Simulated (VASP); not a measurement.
# CaIrN2 (R-3m) in VASP: single point with revPBE

Aim: the single point of CaIrN2 with revPBE.

Program: VASP 6.6.1. These are calculated values, not measurements. Logs are shortened: lines on timing, memory, paths and dates and some standing lists are left out, and cuts for length are marked.

### Step 1. The cell of the first run

The structure is trigonal, space group R-3m (No. 166). Conventional cell: a = 3.298 Å, b = 3.298 Å, c = 15.028 Å, α = 90.00°, β = 90.00°, γ = 120.00°. Ir (site symmetry -3m) has 6 N at 2.13 Å within 2.8 Å. Within 3.3 Å of Ca (site symmetry -3m) lie 6 N at 2.45 Å and 6 Ir at 3.15 Å and 6 Ca at 3.30 Å. Within 2.8 Å of N (site symmetry 3m) lie 3 Ir at 2.13 Å and 3 Ca at 2.45 Å and 3 N at 2.71 Å.

### Step 2. Single point, revPBE

File POSCAR:

```
CaIrN2
1.0
    1.6488500006      0.9519639917      5.0094002244
   -1.6488500006      0.9519639917      5.0094002244
    0.0000000000     -1.9039279834      5.0094002244
Ir Ca N
1 1 2
Direct
    0.5000000000      0.5000000000      0.5000000000
    0.0000000000      0.0000000000      0.0000000000
    0.2308810000      0.2308810000      0.2308810000
    0.7691190000      0.7691190000      0.7691190000
```

File INCAR.step1:

```
PREC = Accurate ; ENCUT = 520
EDIFF = 1E-6 ; ISMEAR = -1
SIGMA = 0.05 ; LREAL = False
LASPH = True ; NELM = 120
ALGO = Normal ; ISIF = 2
LWAVE = False ; LCHARG = True
LMAXMIX = 4 ; GGA = RE
NBANDS = 26 ; GGA_COMPAT = False
NEDOS = 2001 ; LORBIT = 11
```

File KPOINTS.step1:

```
regular mesh
0
Gamma
  5 5 5
```

File INCAR.step2:

```
PREC = Accurate ; ENCUT = 520
EDIFF = 1E-6 ; ISMEAR = -5
SIGMA = 0.05 ; LREAL = False
LASPH = True ; NELM = 120
ALGO = Normal ; ISIF = 2
LWAVE = False ; LCHARG = False
LMAXMIX = 4 ; GGA = RE
LORBIT = 11 ; NBANDS = 26
NEDOS = 1001 ; ICHARG = 11
GGA_COMPAT = False
```

File KPOINTS.step2:

```
regular mesh
0
Gamma
  8 8 8
```

Potentials or basis: VASP PAW PBE potentials, release 64 (Ir_sv_GW, Ca_sv, N).

Launch:

```console
> cat potpaw_PBE.64/Ir_sv_GW/POTCAR potpaw_PBE.64/Ca_sv/POTCAR potpaw_PBE.64/N/POTCAR > POTCAR
> cp INCAR.step1 INCAR
> cp KPOINTS.step1 KPOINTS
> mpirun -np 1 vasp_std > vasp.out
> cp INCAR.step2 INCAR
> cp KPOINTS.step2 KPOINTS
> mpirun -np 1 vasp_std > vasp.out
```

OUTCAR:

```text
PREC = Accurate
   ENCUT = 520
   EDIFF = 1E-6
   ISMEAR = -5
   LREAL = False
   LASPH = True
   NELM = 120
   ISIF = 2
   GGA = RE
   LORBIT = 11
   ICHARG = 11

 ion  position               nearest neighbor table
   1  0.500  0.500  0.500-   3 2.13   3 2.13   4 2.13   4 2.13   3 2.13   4 2.13   2 3.15   2 3.15
                             2 3.15   2 3.15   2 3.15   2 3.15
   2  0.000  0.000  0.000-   4 2.45   4 2.45   3 2.45   3 2.45   4 2.45   3 2.45   1 3.15   1 3.15
                             1 3.15   1 3.15   1 3.15   1 3.15
   3  0.231  0.231  0.231-   1 2.13   1 2.13   1 2.13   2 2.45   2 2.45   2 2.45
   4  0.769  0.769  0.769-   1 2.13   1 2.13   1 2.13   2 2.45   2 2.45   2 2.45

  LATTYP: Found a trigonal (rhomboedric) cell.
 ALAT       =     5.3590141233
 COS(alpha) =     0.8106686681

  Lattice vectors:

 A1 = (   1.6488500006,   0.9519639917,   5.0094002244)
 A2 = (  -1.6488500006,   0.9519639917,   5.0094002244)
 A3 = (   0.0000000000,  -1.9039279834,   5.0094002244)

Analysis of symmetry for initial positions (statically):
=====================================================================
 Subroutine PRICEL returns:
 Original cell was already a primitive cell.

 Routine SETGRP: Setting up the symmetry group for a
 trigonal (rhombohedral) supercell.

 Subroutine GETGRP returns: Found 12 space group operations
 (whereof 12 operations were pure point group operations)
 out of a pool of 12 trial point group operations.

The static configuration has the point symmetry D_3d.

Analysis of symmetry for dynamics (positions and initial velocities):
=====================================================================
 Subroutine PRICEL returns:
 Original cell was already a primitive cell.

 Routine SETGRP: Setting up the symmetry group for a
 trigonal (rhombohedral) supercell.

 Subroutine GETGRP returns: Found 12 space group operations
 (whereof 12 operations were pure point group operations)
 out of a pool of 12 trial point group operations.

The dynamic configuration has the point symmetry D_3d.

 Subroutine INISYM returns: Found 12 space group operations
 (whereof 12 operations are pure point group operations),
 and found     1 'primitive' translations

----------------------------------------------------------------------------------------

                                     Primitive cell

  volume of cell :      47.1779

  direct lattice vectors                    reciprocal lattice vectors
     1.648850001  0.951963992  5.009400224     0.303241653  0.175076650  0.066541566
    -1.648850001  0.951963992  5.009400224    -0.303241653  0.175076650  0.066541566
     0.000000000 -1.903927983  5.009400224     0.000000000 -0.350153300  0.066541566

  length of vectors
     5.359014123  5.359014123  5.359014123     0.356419856  0.356419856  0.356419856

  position of ions in fractional coordinates (direct lattice)
     0.500000000  0.500000000  0.500000000
     0.000000000  0.000000000  0.000000000
     0.230881000  0.230881000  0.230881000
     0.769119000  0.769119000  0.769119000

  ion indices of the primitive-cell ions
   primitive index   ion index
                 1           1
                 2           2
                 3           3
                 4           4

----------------------------------------------------------------------------------------

 KPOINTS: regular mesh

Automatic generation of k-mesh.
 Grid dimensions read from file:
 generate k-points for:    8    8    8

 Generating k-lattice:

  Cartesian coordinates                     Fractional coordinates (reciprocal lattice)
     0.037905207  0.021884581  0.008317696     0.125000000  0.000000000 -0.000000000
    -0.037905207  0.021884581  0.008317696     0.000000000  0.125000000 -0.000000000
     0.000000000 -0.043769163  0.008317696    -0.000000000 -0.000000000  0.125000000

  Length of vectors
     0.044552482  0.044552482  0.044552482

  Shift w.r.t. Gamma in fractional coordinates (k-lattice)
     0.000000000  0.000000000  0.000000000

 TETIRR: Found    256 inequivalent tetrahedra from     3072

 Subroutine IBZKPT returns following result:
 ===========================================

 Found     65 irreducible k-points:

 Following reciprocal coordinates:
            Coordinates               Weight
  0.000000  0.000000  0.000000      1.000000
  0.125000  0.000000 -0.000000      6.000000
  0.250000  0.000000 -0.000000      6.000000
  0.375000  0.000000 -0.000000      6.000000
  0.500000  0.000000 -0.000000      3.000000
  0.125000  0.125000 -0.000000      6.000000
[... 16 lines left out ...]
  0.250000  0.125000  0.125000      6.000000
  0.375000  0.125000  0.125000      6.000000
 [... further k-points ...]
   k-points           NKPTS =     65   k-points in BZ     NKDIM =     65   number of bands    NBANDS=     26
   number of dos      NEDOS =   1001   number of ions     NIONS =      4
   total plane-waves  NPLWV =  64000
   dimension x,y,z NGX =    40 NGY =   40 NGZ =   40
   dimension x,y,z NGXF=    80 NGYF=   80 NGZF=   80
   ions per type =               1   1   2
   NGX,Y,Z   is equivalent  to a cutoff of  12.41, 12.41, 12.41 a.u.
   NGXF,Y,Z  is equivalent  to a cutoff of  24.82, 24.82, 24.82 a.u.
 SYSTEM =  unknown system
   PREC   = accura    normal or accurate (medium, high low for compatibility)
   ISTART =      0    job   : 0-new  1-cont  2-samecut
   ICHARG =     11    charge: 1-file 2-atom 10-const
   ISPIN  =      1    spin polarized calculation?
   LNONCOLLINEAR =      F non collinear calculations
   LSORBIT =      F    spin-orbit coupling
   LASPH  =      T    aspherical Exc in radial PAW
   ENCUT  =  520.0 eV  38.22 Ry    6.18 a.u.   9.96  9.96  9.96*2*pi/ulx,y,z
   NELM   =    120;   NELMIN=  2; NELMDL=  0     # of ELM steps
   EDIFF  = 0.1E-05   stopping-criterion for ELM
   LREAL  =      F    real-space projection
[... 7 lines left out ...]
   TEBEG  =    0.0;   TEEND  =   0.0 temperature during run
   PSTRESS=    0.0 pullay stress
   NELECT =      37.0000    total number of electrons
   NUPDOWN=      -1.0000    fix difference up-down
   EMIN   =  10.00;   EMAX   =-10.00  energy-range for DOS
   EFERMI =   0.00;   METHOD = LEGACY
   ISMEAR =    -5;   SIGMA  =   0.05  broadening in eV -4-tet -1-fermi 0-gaus
   EFERMI_NEDOS =   21; number of points for ismear=-14 and -15
   IALGO  =     38    algorithm
   IMIX   =      4    mixing-type and parameters
     AMIX     =   0.40;   BMIX     =  1.00
     AMIX_MAG =   1.60;   BMIX_MAG =  1.00
  volume/ion in A,a.u.               =      11.79        79.59
  Fermi-wavevector in a.u.,A,eV,Ry     =   1.509718  2.852953 31.011061  2.279249
  Thomas-Fermi vector in A             =   2.620003
   LORBIT       =     11    0 simple, 1 ext, 2 COOP (PROOUT), +10 PAW based schemes
   GGA     = RE    functional components
   LHFCALC =     F    Hartree Fock is set to
   AEXX    =    0.0000 exact exchange contribution
   IVDW    =     0    specifies the selected vdW correction
   LEPSILON=     F    determine dielectric tensor
   LRPA    =     F    only Hartree local field effects (RPA)
 non-spin polarized calculation
 Fermi weights with tetrahedron method with Bloechl corrections
  energy-cutoff  :      520.00
  volume of cell :       47.18
 maximum number of plane-waves:      1287

 number of electron      36.9999997 magnetization

 Free energy of the ion-electron system (eV)
  ---------------------------------------------------
  ext. energy  EPLUGINS =         0.00000000
  ---------------------------------------------------
  free energy    TOTEN  =       -27.27792989 eV

  energy without entropy =      -27.27792989  energy(sigma->0) =      -27.27792989

 E-fermi :   7.5624     XC(G=0): -12.1670

 val. band max:        7.5979267233   @ k =  -0.2500   0.5000   0.2500
 cond. band min:       7.5688546009   @ k =  -0.2500   0.3750   0.1250
 fundamental gap:     -0.0290721224
 Fermi energy:         7.5624193107

 k-point     1 :       0.0000    0.0000    0.0000
  band No.  band energies     occupation
      1     -85.0378      2.00000
      2     -41.8549      2.00000
      3     -41.8549      2.00000
      4     -41.8292      2.00000
      5     -32.0211      2.00000
      6     -13.2882      2.00000
[... 18 lines left out ...]
     25      13.2311      0.00000
     26      13.9990      0.00000

 k-point     2 :       0.1250    0.0000   -0.0000
  band No.  band energies     occupation
      1     -85.0375      2.00000
      2     -41.8674      2.00000
      3     -41.8577      2.00000
      4     -41.8276      2.00000
      5     -32.0077      2.00000
      6     -13.2584      2.00000
[... 18 lines left out ...]
     25      13.4748      0.00000
     26      14.6457      0.00000

 k-point     3 :       0.2500    0.0000   -0.0000
  band No.  band energies     occupation
      1     -85.0368      2.00000
      2     -41.8971      2.00000
      3     -41.8651      2.00000
      4     -41.8238      2.00000
      5     -31.9754      2.00000
      6     -13.1935      2.00000
[... 18 lines left out ...]
     25      14.0395      0.00000
     26      15.2500      0.00000

 k-point     4 :       0.3750    0.0000   -0.0000
  band No.  band energies     occupation
      1     -85.0359      2.00000
      2     -41.9264      2.00000
      3     -41.8721      2.00000
      4     -41.8196      2.00000
      5     -31.9428      2.00000
      6     -13.4289      2.00000
[... 18 lines left out ...]
     25      14.4123      0.00000
     26      15.0716      0.00000
[... 496 lines left out ...]
      1     -85.0378      2.00000
      2     -41.8550      2.00000
      3     -41.8550      2.00000
      4     -41.8294      2.00000
      5     -32.0207      2.00000
      6     -13.3066      2.00000
[... 18 lines left out ...]
     25      13.1435      0.00000
     26      14.3232      0.00000

 k-point    23 :       0.2500    0.1250    0.1250
  band No.  band energies     occupation
      1     -85.0377      2.00000
      2     -41.8675      2.00000
      3     -41.8580      2.00000
      4     -41.8282      2.00000
      5     -32.0073      2.00000
      6     -13.2828      2.00000
[... 18 lines left out ...]
     25      13.5949      0.00000
     26      14.4625      0.00000

 k-point    24 :       0.3750    0.1250    0.1250
  band No.  band energies     occupation
      1     -85.0368      2.00000
      2     -41.8970      2.00000
      3     -41.8652      2.00000
      4     -41.8239      2.00000
      5     -31.9750      2.00000
      6     -13.2021      2.00000
[... 18 lines left out ...]
     25      13.7117      0.00000
     26      15.5324      0.00000

 [... further k-points ...]
[... 5 lines left out ...]
  --------------------------------------------------------------------------------------
  -------------------------------------------------------------------------------------
  Total       -0.1305916     -0.1305916      0.7807665      0.0000000     -0.0000000      0.0000000
  in kB       -4.4349339     -4.4349339     26.5150882      0.0000000     -0.0000000      0.0000000
  external PRESSURE =       5.8817402 kB  Pullay stress =       0.0000000 kB

 VOLUME and BASIS-vectors are now :
 -----------------------------------------------------------------------------
  energy-cutoff  :      520.00
  volume of cell :       47.18
      direct lattice vectors                 reciprocal lattice vectors
     1.648850001  0.951963992  5.009400224     0.303241653  0.175076650  0.066541566
    -1.648850001  0.951963992  5.009400224    -0.303241653  0.175076650  0.066541566
     0.000000000 -1.903927983  5.009400224     0.000000000 -0.350153300  0.066541566

 POSITION                                       TOTAL-FORCE (eV/Angst)
 -----------------------------------------------------------------------------------
      0.00000      0.00000      7.51410         0.000000      0.000000      0.000000
      0.00000      0.00000      0.00000         0.000000      0.000000      0.000000
      0.00000      0.00000      3.46973         0.000000      0.000000     -0.042924
      0.00000      0.00000     11.55847         0.000000     -0.000000      0.042924
 -----------------------------------------------------------------------------------
    total drift:                                0.000000      0.000000      0.000000

  FREE ENERGIE OF THE ION-ELECTRON SYSTEM (eV)
  ---------------------------------------------------
  free  energy   TOTEN  =       -27.2779298902 eV

  energy  without entropy=      -27.2779298902  energy(sigma->0) =      -27.27792989

 total charge

# of ion       s       p       d       f       tot
--------------------------------------------------
    1        3.682   6.108   6.239   0.038  16.067
    2        2.039   5.881   0.366   0.000   8.287
    3        1.251   2.395   0.000   0.000   3.646
    4        1.251   2.395   0.000   0.000   3.646
--------------------------------------------------
tot          8.223  16.779   6.605   0.038  31.645
```

It took 3 min on 1 thread of Intel Xeon 6975P-C (Granite Rapids), shared host; peak memory 0.29 GiB.

Results:

| Item | Value |
| --- | --- |
| Valence electrons inside the program's atomic spheres | Ir 16.07; Ca 8.29; N 3.65 |

Caveat: the k points lie up to 0.45 Å⁻¹ apart; the PAW data sets were made with another functional, which shifts forces and pressure a little; spin-orbit coupling is left out, which moves the levels of the heavy elements; an odd number of electrons without spin polarisation forces a metal; a magnetic or distorted state may lie lower.
